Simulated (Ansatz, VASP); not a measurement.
**Two plane-wave programs on BiTe**

Contents of INCAR:

```
  PREC = Accurate
  ENCUT = 500
  EDIFF = 1E-6
  ISMEAR = 0
  SIGMA = 0.15
  LREAL = F
  LASPH = T
  NELM = 120
  ALGO = Normal
  ISIF = 2
  LWAVE = F
  LCHARG = F
  GGA = PS
  NBANDS = 18
  GGA_COMPAT = F
```

KPOINTS

```
Automatic mesh
0
Gamma
  16 16 16
```

POSCAR

```
BiTe
1.0
    0.0000000000      3.1491965203      3.1012392129
    3.1491965203      0.0000000000      3.1012392129
    3.1491965203      3.1491965203      0.0000000000
Bi Te
1 1
Direct
    0.0000000000      0.0000000000      0.0000000000
    0.5000000000      0.5000000000      0.5000000000
```

Input for Ansatz:

```yaml
crystal:
  lattice:
    - [0.0, 3.1491965203, 3.1012392129]
    - [3.1491965203, 0.0, 3.1012392129]
    - [3.1491965203, 3.1491965203, 0.0]
  atoms:
    - { symbol: Bi, position: [0.0, 0.0, 0.0] }
    - { symbol: Te, position: [0.5, 0.5, 0.5] }
basis:
  ecutwfc: 420
kpoints:
  mp_grid: { grid: [16, 16, 16] }
hamiltonian:
  xc: pbesol
scf:
  occupations: { method: gaussian, width: 0.15 }
output:
  forces: true
  stress: true
  eigenvalues: true
```

Change from the starting cell: strain -0.015 along x and y, -0.030 along z, atoms carried along.

Alike in both runs: task single point; functional PBEsol; k mesh 16 × 16 × 16; occupations gaussian, width 0.15 eV; no spin polarisation.

|  | VASP | Ansatz |
| --- | --- | --- |
| version | VASP 6.6.1 | Ansatz 0.2.0 |
| potentials or method | VASP PAW PBE potentials, release 64 (Bi_d, Te), cutoff 500 eV | scalar-relativistic, plane waves, PAW |
| valence electrons in the cell | 21 | 31 |

|  | VASP | Ansatz | Ansatz less VASP |
| --- | --- | --- | --- |
| gap on the k mesh at the Fermi level (eV) | none | none | - |
| pressure (GPa) | 3.9 | 3.9 | -0.01 |
| traceless stress, the component that is largest in VASP (GPa) | 1.20 | 1.20 | -0.002 |

VASP's potentials were made for PBE, not for PBEsol. A gap of «none» marks a metal or a gap that the smearing closes. VASP's potentials hold 21 valence electrons a cell and Ansatz's 31, so a difference there can come from the potentials and not from the codes.

Spin-orbit coupling is off throughout.
